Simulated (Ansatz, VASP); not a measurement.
**W: VASP beside Ansatz**

Contents of INCAR:

```
SYSTEM = W
ALGO = Normal ; EDIFF = 1E-6
ENCUT = 500 ; GGA = RE
GGA_COMPAT = .False. ; ISIF = 2
ISMEAR = 0 ; IVDW = 12
LASPH = .True. ; LCHARG = .False.
LREAL = .False. ; LWAVE = .False.
NBANDS = 13 ; NELM = 120
PREC = Accurate ; SIGMA = 0.1
```

File KPOINTS:

```
k-points
0
Gamma
  8 8 8
  0 0 0
```

The input POSCAR:

```
W
1.0
   -1.5750000000      1.5750000000      1.5750000000
    1.5750000000     -1.5750000000      1.5750000000
    1.5750000000      1.5750000000     -1.5750000000
W
1
Direct
    0.0000000000      0.0000000000      0.0000000000
```

Input for Ansatz:

```yaml
crystal:
  lattice:
    - [-1.575, 1.575, 1.575]
    - [1.575, -1.575, 1.575]
    - [1.575, 1.575, -1.575]
  atoms:
    - { symbol: W, position: [0.0, 0.0, 0.0] }
basis:
  ecutwfc: 420
kpoints:
  mp_grid: { grid: [8, 8, 8] }
hamiltonian:
  xc: revpbe
  dispersion: d3bj
  pseudopotentials: { kind: paw, azcp: { folder: soft_1 } }
scf:
  occupations: { method: gaussian, width: 0.1 }
output:
  forces: true
  stress: true
  eigenvalues: true
```

Alike in both runs: task single point; functional revPBE; dispersion D3(BJ); k mesh 8 × 8 × 8; occupations gaussian, width 0.1 eV; no spin polarisation.

|  | VASP | Ansatz |
| --- | --- | --- |
| version | VASP 6.6.1 | Ansatz 0.2.0 |
| potentials or method | VASP PAW PBE potentials, release 64 (W_sv), cutoff 500 eV | scalar-relativistic, plane waves, PAW |
| valence electrons in the cell | 14 | 14 |

```csv
,VASP,Ansatz,Ansatz less VASP
gap on the k mesh at the Fermi level (eV),none,none,-
pressure (GPa),0.8,0.3,-0.56
```

VASP's potentials were made for PBE, not for revPBE. A gap of «none» marks a metal or a gap that the smearing closes.

Neither program's run includes spin-orbit coupling.
